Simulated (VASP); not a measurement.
The system is Nb.

```
Nb
1.0
     2.71964    0.00000    0.00000
     0.00000    2.71964    0.00000
     0.00000    0.00000    2.71964
Nb
1
Direct
  0.50000 0.50000 0.50000
```

* Program: VASP 6.6.1
* Task: relaxation of cell and atoms
* Functional: PBEsol-based global hybrid
* Potentials or basis: VASP PAW PBE potentials, release 64 (Nb_sv)
* Cutoff: 600 eV
* k mesh: 5 × 5 × 5
* Occupations: fermi-dirac, width 0.05 eV
* Spin: no spin polarisation

At the start: pressure -2.3 GPa; volume 20.12 Å³/atom.

Problem. Where does the relaxation end?

Solution. Over 3 steps the energy falls by 2.4 meV/atom and the volume is 19.78 Å³/atom (-1.7 %); space group Pm-3m (No. 221, to 0.05 Å).

Step by step:
```tsv
step	energy change (eV)	largest force (eV/Å)	pressure (GPa)	volume (Å³)
1	0.0000	0.0000	-2.26	20.12
2	0.0027	0.0000	3.50	19.30
3	-0.0024	0.0000	0.04	19.78
```

Final structure:
```
Nb
1.0
     2.70446    0.00000    0.00000
     0.00000    2.70446    0.00000
     0.00000    0.00000    2.70446
Nb
1
Direct
  0.50000 0.50000 0.50000
```

Caveat: the k points lie up to 0.46 Å⁻¹ apart in the final cell; the PAW data sets were made with another functional, which shifts forces and pressure a little.
